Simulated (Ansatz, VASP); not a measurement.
One calculation of Sc5Mo, two programs

The input INCAR:

```
SYSTEM = Sc5Mo
  PREC = Accurate
  ENCUT = 520
  EDIFF = 1E-6
  ISMEAR = 0
  SIGMA = 0.1
  LREAL = .FALSE.
  LASPH = .TRUE.
  NELM = 150
  ALGO = Normal
  ISIF = 2
  LWAVE = .FALSE.
  LCHARG = .FALSE.
  ISPIN = 2
  MAGMOM = 1 1 1 1 1 1
  LORBIT = 11
  LMAXMIX = 4
  GGA = PE
  NBANDS = 48
```

Contents of KPOINTS:

```
Automatic mesh
0
G
  4 4 4
  0 0 0
```

The input POSCAR:

```
Sc5Mo
1.0
    0.0000000000      4.7111889300      4.7111889300
    4.7111889300      0.0000000000      4.7111889300
    4.7111889300      4.7111889300      0.0000000000
Sc Mo
5 1
Direct
    0.6131748316      0.1604755053      0.6131748316
    0.6131748316      0.6131748316      0.6131748316
    0.1604755053      0.6131748316      0.6131748316
    0.6131748316      0.6131748316      0.1604755053
    0.2500000000      0.2500000000      0.2500000000
    0.7500000000      0.7500000000      0.7500000000
```

Input for Ansatz:

```yaml
crystal:
  lattice:
    - [0.0, 4.71118893, 4.71118893]
    - [4.71118893, 0.0, 4.71118893]
    - [4.71118893, 4.71118893, 0.0]
  atoms:
    - { symbol: Sc, position: [0.6131748316, 0.1604755053, 0.6131748316], spin: 1.0 }
    - { symbol: Sc, position: [0.6131748316, 0.6131748316, 0.6131748316], spin: 1.0 }
    - { symbol: Sc, position: [0.1604755053, 0.6131748316, 0.6131748316], spin: 1.0 }
    - { symbol: Sc, position: [0.6131748316, 0.6131748316, 0.1604755053], spin: 1.0 }
    - { symbol: Sc, position: [0.25, 0.25, 0.25], spin: 1.0 }
    - { symbol: Mo, position: [0.75, 0.75, 0.75], spin: 1.0 }
basis:
  ecutwfc: 420
kpoints:
  mp_grid: { grid: [4, 4, 4] }
hamiltonian:
  xc: pbe
scf:
  occupations: { method: gaussian, width: 0.1 }
  lower_state_search: "off"
output:
  forces: true
  stress: true
  eigenvalues: true
  populations: true
magnetization:
  spin_polarized: true
```

Alike in both runs: task single point; functional PBE; k mesh 4 × 4 × 4; occupations gaussian, width 0.1 eV; collinear spin.

|  | VASP | Ansatz |
| --- | --- | --- |
| version | VASP 6.6.1 | Ansatz 0.2.0 |
| potentials or method | VASP PAW PBE potentials, release 64 (Sc_sv, Mo_sv), cutoff 520 eV | scalar-relativistic, plane waves, PAW |
| valence electrons in the cell | 69 | 69 |

|  | VASP | Ansatz | Ansatz less VASP |
| --- | --- | --- | --- |
| gap on the k mesh at the Fermi level (eV) | none | none | - |
| pressure (GPa) | 0.7 | 0.3 | -0.41 |
| rms of the force components (eV/Å) | 0.098 | 0.001 | -0.0968 |
| net moment per atom (μB) | 0.11 | 0.11 | +0.002 |
| size of the moment on the site where the two differ most (μB) | 0.21 | 0.27 | +0.062 |

Site moments also hang on the region over which each program counts them. Atom by atom the forces differ by 0.097 eV/Å (rms over components). A gap of «none» marks a metal or a gap that the smearing closes.
